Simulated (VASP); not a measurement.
# PbSe (F-43m) in VASP: a series of runs

The runs below take PbSe through single point, with PBE.

All numbers are computed with VASP 6.6.1; they aren't measurements. Logs are shortened: lines on timing, memory, paths and dates and some standing lists are left out, and cuts for length are marked.

**1. The cell of the first run**

The structure is cubic, space group F-43m (No. 216). Conventional cell: a = 6.846 Å, b = 6.846 Å, c = 6.846 Å, α = 90.00°, β = 90.00°, γ = 90.00°. Pb (site symmetry -43m) has 4 Se at 2.96 Å within 3.9 Å. Se (site symmetry -43m) has 4 Pb at 2.96 Å within 3.9 Å.

**2. Single point, PBE**

The input, INCAR:

```
SYSTEM = PbSe
PREC = Accurate ; ENCUT = 500
EDIFF = 1E-6 ; ISMEAR = 0
SIGMA = 0.001 ; LREAL = .FALSE.
LASPH = .TRUE. ; NELM = 120
ALGO = Normal ; ISIF = 2
LWAVE = .FALSE. ; LCHARG = .FALSE.
GGA = PE ; NBANDS = 17
GGA_COMPAT = .FALSE.
```

The input, KPOINTS:

```
Automatic mesh
0
G
  4 4 4
  0 0 0
```

The input, POSCAR:

```
PbSe
1.0
    0.0000000000      3.4232041310      3.4232041310
    3.4232041310      0.0000000000      3.4232041310
    3.4232041310      3.4232041310      0.0000000000
Pb Se
1 1
Direct
    0.0000000000      0.0000000000      0.0000000000
    0.2500000000      0.2500000000      0.2500000000
```

Potentials or basis: VASP PAW PBE potentials, release 64 (Pb_d, Se).

Launch:

```bash
$ cat potpaw_PBE.64/Pb_d/POTCAR potpaw_PBE.64/Se/POTCAR > POTCAR
$ mpirun -np 1 vasp_std > vasp.out
```

OUTCAR:

```text
SYSTEM = PbSe
   PREC = Accurate
   ENCUT = 500
   EDIFF = 1E-6
   ISMEAR = 0
   LREAL = .FALSE.
   LASPH = .TRUE.
   NELM = 120
   ISIF = 2
   GGA = PE

 ion  position               nearest neighbor table
   1  0.000  0.000  0.000-   2 2.96   2 2.96   2 2.96   2 2.96
   2  0.250  0.250  0.250-   1 2.96   1 2.96   1 2.96   1 2.96

  LATTYP: Found a face centered cubic cell.
 ALAT       =     6.8464082620

  Lattice vectors:

 A1 = (   0.0000000000,   3.4232041310,   3.4232041310)
 A2 = (   3.4232041310,   0.0000000000,   3.4232041310)
 A3 = (   3.4232041310,   3.4232041310,   0.0000000000)

Analysis of symmetry for initial positions (statically):
=====================================================================
 Subroutine PRICEL returns:
 Original cell was already a primitive cell.

 Routine SETGRP: Setting up the symmetry group for a
 face centered cubic supercell.

 Subroutine GETGRP returns: Found 24 space group operations
 (whereof 24 operations were pure point group operations)
 out of a pool of 48 trial point group operations.

The static configuration has the point symmetry T_d .

Analysis of symmetry for dynamics (positions and initial velocities):
=====================================================================
 Subroutine PRICEL returns:
 Original cell was already a primitive cell.

 Routine SETGRP: Setting up the symmetry group for a
 face centered cubic supercell.

 Subroutine GETGRP returns: Found 24 space group operations
 (whereof 24 operations were pure point group operations)
 out of a pool of 48 trial point group operations.

The dynamic configuration has the point symmetry T_d .

 Subroutine INISYM returns: Found 24 space group operations
 (whereof 24 operations are pure point group operations),
 and found     1 'primitive' translations

----------------------------------------------------------------------------------------

                                     Primitive cell

  volume of cell :      80.2284

  direct lattice vectors                    reciprocal lattice vectors
     0.000000000  3.423204131  3.423204131    -0.146061988  0.146061988  0.146061988
     3.423204131  0.000000000  3.423204131     0.146061988 -0.146061988  0.146061988
     3.423204131  3.423204131  0.000000000     0.146061988  0.146061988 -0.146061988

  length of vectors
     4.841141709  4.841141709  4.841141709     0.252986784  0.252986784  0.252986784

  position of ions in fractional coordinates (direct lattice)
     0.000000000  0.000000000  0.000000000
     0.250000000  0.250000000  0.250000000

  ion indices of the primitive-cell ions
   primitive index   ion index
                 1           1
                 2           2

----------------------------------------------------------------------------------------

 KPOINTS: Automatic mesh

Automatic generation of k-mesh.
 Grid dimensions read from file:
 generate k-points for:    4    4    4

 Generating k-lattice:

  Cartesian coordinates                     Fractional coordinates (reciprocal lattice)
    -0.036515497  0.036515497  0.036515497     0.250000000  0.000000000  0.000000000
     0.036515497 -0.036515497  0.036515497     0.000000000  0.250000000  0.000000000
     0.036515497  0.036515497 -0.036515497     0.000000000  0.000000000  0.250000000

  Length of vectors
     0.063246696  0.063246696  0.063246696

  Shift w.r.t. Gamma in fractional coordinates (k-lattice)
     0.000000000  0.000000000  0.000000000

 Subroutine IBZKPT returns following result:
 ===========================================

 Found      8 irreducible k-points:

 Following reciprocal coordinates:
            Coordinates               Weight
  0.000000  0.000000  0.000000      1.000000
  0.250000  0.000000  0.000000      8.000000
  0.500000  0.000000  0.000000      4.000000
  0.250000  0.250000  0.000000      6.000000
  0.500000  0.250000  0.000000     24.000000
 -0.250000  0.250000  0.000000     12.000000
  0.500000  0.500000  0.000000      3.000000
 -0.250000  0.500000  0.250000      6.000000
   k-points           NKPTS =      8   k-points in BZ     NKDIM =      8   number of bands    NBANDS=     17
   number of dos      NEDOS =    301   number of ions     NIONS =      2
   total plane-waves  NPLWV =  46656
   dimension x,y,z NGX =    36 NGY =   36 NGZ =   36
   dimension x,y,z NGXF=    72 NGYF=   72 NGZF=   72
   ions per type =               1   1
   NGX,Y,Z   is equivalent  to a cutoff of  12.36, 12.36, 12.36 a.u.
   NGXF,Y,Z  is equivalent  to a cutoff of  24.72, 24.72, 24.72 a.u.
 SYSTEM =  PbSe
   PREC   = accura    normal or accurate (medium, high low for compatibility)
   ISTART =      0    job   : 0-new  1-cont  2-samecut
   ICHARG =      2    charge: 1-file 2-atom 10-const
   ISPIN  =      1    spin polarized calculation?
   LNONCOLLINEAR =      F non collinear calculations
   LSORBIT =      F    spin-orbit coupling
   LASPH  =      T    aspherical Exc in radial PAW
   ENCUT  =  500.0 eV  36.75 Ry    6.06 a.u.   8.83  8.83  8.83*2*pi/ulx,y,z
   NELM   =    120;   NELMIN=  2; NELMDL= -5     # of ELM steps
   EDIFF  = 0.1E-05   stopping-criterion for ELM
   LREAL  =      F    real-space projection
   EDIFFG = 0.1E-04   stopping-criterion for IOM
   NSW    =      0    number of steps for IOM
   IBRION =     -1    ionic relax: 0-MD 1-quasi-New 2-CG
   NFREE  =      0    steps in history (QN), initial steepest desc. (CG)
   ISIF   =      2    stress and relaxation
   ISYM   =      2    0-nonsym 1-usesym 2-fastsym
   POTIM  = 0.5000    time-step for ionic-motion
   TEBEG  =    0.0;   TEEND  =   0.0 temperature during run
   PSTRESS=    0.0 pullay stress
   NELECT =      20.0000    total number of electrons
   NUPDOWN=      -1.0000    fix difference up-down
   EMIN   =  10.00;   EMAX   =-10.00  energy-range for DOS
   EFERMI =   0.00;   METHOD = LEGACY
   ISMEAR =     0;   SIGMA  =   0.00  broadening in eV -4-tet -1-fermi 0-gaus
   EFERMI_NEDOS =   21; number of points for ismear=-14 and -15
   IALGO  =     38    algorithm
   IMIX   =      4    mixing-type and parameters
     AMIX     =   0.40;   BMIX     =  1.00
     AMIX_MAG =   1.60;   BMIX_MAG =  1.00
  volume/ion in A,a.u.               =      40.11       270.70
  Fermi-wavevector in a.u.,A,eV,Ry     =   1.030328  1.947037 14.443606  1.061575
  Thomas-Fermi vector in A             =   2.164420
   LORBIT       =      0    0 simple, 1 ext, 2 COOP (PROOUT), +10 PAW based schemes
   GGA     = PE    functional components
   LHFCALC =     F    Hartree Fock is set to
   AEXX    =    0.0000 exact exchange contribution
   IVDW    =     0    specifies the selected vdW correction
   LEPSILON=     F    determine dielectric tensor
   LRPA    =     F    only Hartree local field effects (RPA)
 non-spin polarized calculation
 Gauss-broadening in eV      SIGMA  =   0.00
  energy-cutoff  :      500.00
  volume of cell :       80.23
 maximum number of plane-waves:      2085
   NGX = 17   NGY = 17   NGZ = 17

 number of electron      20.0000005 magnetization

 Free energy of the ion-electron system (eV)
  ---------------------------------------------------
  ext. energy  EPLUGINS =         0.00000000
  ---------------------------------------------------
  free energy    TOTEN  =        -7.84081670 eV

  energy without entropy =       -7.84081670  energy(sigma->0) =       -7.84081670

 E-fermi :   2.4038     XC(G=0):  -7.7365

 val. band max:        2.3533301612   @ k =  -0.2500   0.5000   0.2500
 cond. band min:       2.9747146753   @ k =   0.5000   0.5000   0.0000
 fundamental gap:      0.6213845141
 Fermi energy:         2.4037837907

 k-point     1 :       0.0000    0.0000    0.0000
  band No.  band energies     occupation
      1     -14.4579      2.00000
      2     -14.4579      2.00000
      3     -14.4579      2.00000
      4     -14.4271      2.00000
      5     -14.4271      2.00000
      6     -10.4496      2.00000
[... 9 lines left out ...]
     16      10.5612      0.00000
     17      11.3722      0.00000

 k-point     2 :       0.2500    0.0000    0.0000
  band No.  band energies     occupation
      1     -14.4709      2.00000
      2     -14.4535      2.00000
      3     -14.4535      2.00000
      4     -14.4264      2.00000
      5     -14.4264      2.00000
      6     -10.1822      2.00000
[... 9 lines left out ...]
     16       9.7466      0.00000
     17      10.8640      0.00000

 k-point     3 :       0.5000    0.0000    0.0000
  band No.  band energies     occupation
      1     -14.4837      2.00000
      2     -14.4503      2.00000
      3     -14.4503      2.00000
      4     -14.4246      2.00000
      5     -14.4246      2.00000
      6      -9.8557      2.00000
[... 9 lines left out ...]
     16      10.7122      0.00000
     17      10.7122      0.00000

 k-point     4 :       0.2500    0.2500    0.0000
  band No.  band energies     occupation
      1     -14.4805      2.00000
      2     -14.4484      2.00000
      3     -14.4484      2.00000
      4     -14.4300      2.00000
      5     -14.4240      2.00000
      6     -10.0882      2.00000
[... 9 lines left out ...]
     16      11.1030      0.00000
     17      12.8425      0.00000

 k-point     5 :       0.5000    0.2500    0.0000
  band No.  band energies     occupation
      1     -14.4911      2.00000
      2     -14.4460      2.00000
      3     -14.4441      2.00000
      4     -14.4293      2.00000
      5     -14.4232      2.00000
      6      -9.7474      2.00000
[... 9 lines left out ...]
     16      11.0847      0.00000
     17      11.7761      0.00000

 k-point     6 :      -0.2500    0.2500    0.0000
  band No.  band energies     occupation
      1     -14.4838      2.00000
      2     -14.4489      2.00000
      3     -14.4481      2.00000
      4     -14.4267      2.00000
      5     -14.4256      2.00000
      6      -9.8660      2.00000
[... 9 lines left out ...]
     16      10.5060      0.00000
     17      11.7642      0.00000

 k-point     7 :       0.5000    0.5000    0.0000
  band No.  band energies     occupation
      1     -14.5020      2.00000
      2     -14.4388      2.00000
      3     -14.4388      2.00000
      4     -14.4333      2.00000
      5     -14.4210      2.00000
      6      -9.6242      2.00000
[... 9 lines left out ...]
     16      12.0547      0.00000
     17      12.2444      0.00000

 k-point     8 :      -0.2500    0.5000    0.2500
  band No.  band energies     occupation
      1     -14.4945      2.00000
      2     -14.4469      2.00000
      3     -14.4395      2.00000
      4     -14.4295      2.00000
      5     -14.4240      2.00000
      6      -9.6195      2.00000
[... 9 lines left out ...]
     16      11.5865      0.00000
     17      11.6647      0.00000

------------------------ aborting loop because EDIFF is reached ----------------------------------------

  FORCE on cell =-STRESS in cart. coord.  units (eV):
  Direction    XX          YY          ZZ          XY          YZ          ZX
  --------------------------------------------------------------------------------------
  -------------------------------------------------------------------------------------
  Total        0.3425112      0.3425112      0.3425112      0.0000000     -0.0000000      0.0000000
  in kB        6.8400140      6.8400140      6.8400140      0.0000000     -0.0000000      0.0000000
  external PRESSURE =       6.8400140 kB  Pullay stress =       0.0000000 kB

 VOLUME and BASIS-vectors are now :
 -----------------------------------------------------------------------------
  energy-cutoff  :      500.00
  volume of cell :       80.23
      direct lattice vectors                 reciprocal lattice vectors
     0.000000000  3.423204131  3.423204131    -0.146061988  0.146061988  0.146061988
     3.423204131  0.000000000  3.423204131     0.146061988 -0.146061988  0.146061988
     3.423204131  3.423204131  0.000000000     0.146061988  0.146061988 -0.146061988

 POSITION                                       TOTAL-FORCE (eV/Angst)
 -----------------------------------------------------------------------------------
      0.00000      0.00000      0.00000        -0.000000      0.000000      0.000000
      1.71160      1.71160      1.71160         0.000000     -0.000000     -0.000000
 -----------------------------------------------------------------------------------
    total drift:                                0.000000      0.000000      0.000000

  FREE ENERGIE OF THE ION-ELECTRON SYSTEM (eV)
  ---------------------------------------------------
  free  energy   TOTEN  =        -7.8408167009 eV

  energy  without entropy=       -7.8408167009  energy(sigma->0) =       -7.84081670
```

Run time: 15 s. Hardware: 1 thread of Intel Xeon 6975P-C, shared host; peak memory 0.2 GiB.

What came out:

```
Free energy            : -7.8408 eV
Pressure               : 0.7 GPa
Band gap on the k mesh : 0.62 eV, indirect (least direct gap 1.15 eV)
```

Caveat: spin-orbit coupling is left out, which moves the levels of the heavy elements. A k mesh can miss the band edges.

**3. Single point, PBE**

INCAR: that of step 2 with these lines changed.

```diff
@@ -3,3 +3,3 @@
 EDIFF = 1E-6 ; ISMEAR = 0
-SIGMA = 0.001 ; LREAL = .FALSE.
+SIGMA = 0.01 ; LREAL = .FALSE.
 LASPH = .TRUE. ; NELM = 120
```

The input, KPOINTS:

```
regular mesh
0
G
  4 4 4
  0 0 0
```

POSCAR is that of step 2.

Potentials or basis: VASP PAW PBE potentials, release 64 (Pb_d, Se).

Launch:

```bash
$ cat potpaw_PBE.64/Pb_d/POTCAR potpaw_PBE.64/Se/POTCAR > POTCAR
$ mpirun -np 1 vasp_std > vasp.out
```

It took 14 s on 1 thread of Intel Xeon 6975P-C, shared host; peak memory 0.2 GiB.

It converged, with:

```yaml
Free_energy: -7.8408 eV
Pressure: 0.7 GPa
Band_gap_on_the_k_mesh: 0.62 eV, indirect (least direct gap 1.15 eV)
```

Levels at points of the mesh, in eV from the valence-band top:
```
           k point  band 8  band 9  band 10  band 11  band 12  band 13
(0.00, 0.00, 0.00)   -1.64   -1.64    -1.64     2.10     2.10     2.10
(0.50, 0.00, 0.00)   -2.17   -2.17    -2.02     2.86     2.86     3.64
(0.50, 0.50, 0.00)   -2.86   -2.86    -0.53     0.62     4.85     4.85
```

Caveat: spin-orbit coupling is left out, which moves the levels of the heavy elements.

**4. Single point, PBE**

The input, INCAR:

```
SYSTEM = PbSe
PREC     = Accurate       ! precision mode
ENCUT    = 500            ! plane-wave cutoff, eV
EDIFF    = 1E-6           ! SCF threshold, eV
ISMEAR   = 1              ! smearing method
SIGMA    = 0.001          ! smearing width, eV
LREAL    = .False.        ! projectors in reciprocal space
LASPH    = .True.         ! aspherical terms in the spheres
NELM     = 120            ! most SCF steps
ALGO     = Normal         ! electronic algorithm
ISIF     = 2              ! what is computed and relaxed
LWAVE    = .False.        ! write WAVECAR
LCHARG   = .True.         ! write CHGCAR
GGA      = PE             ! functional
LELF     = .True.         ! ELF
LVHAR    = .True.       
NBANDS   = 17             ! bands
GGA_COMPAT= .False.
```

The input, KPOINTS:

```
Automatic mesh
0
Gamma
  4 4 4
  0 0 0
```

POSCAR is that of step 3.

Launch:

```bash
$ cat potpaw_PBE.64/Pb_d/POTCAR potpaw_PBE.64/Se/POTCAR > POTCAR
$ mpirun -np 1 vasp_std > vasp.out
```

Wall time 15 s (1 thread of Intel Xeon 6975P-C, shared host); peak memory 0.21 GiB.

The run converged. Its results:

```yaml
Free_energy: -7.8408 eV
Pressure: 0.7 GPa
Band_gap_on_the_k_mesh: 0.62 eV, indirect (least direct gap 1.15 eV)
```

Levels at points of the mesh, in eV from the valence-band top:
```csv
k point,band 6,band 7,band 8,band 9,band 10,band 11,band 12,band 13,band 14,band 15
"(0.00, 0.00, 0.00)",-12.80,-6.40,-1.64,-1.64,-1.64,2.10,2.10,2.10,4.70,8.21
"(0.50, 0.00, 0.00)",-12.21,-7.89,-2.17,-2.17,-2.02,2.86,2.86,3.64,6.52,7.90
"(0.50, 0.50, 0.00)",-11.98,-8.25,-2.86,-2.86,-0.53,0.62,4.85,4.85,5.92,7.92
```

Caveat: spin-orbit coupling is left out, which moves the levels of the heavy elements.

(Part 1 of 2 ends here.)
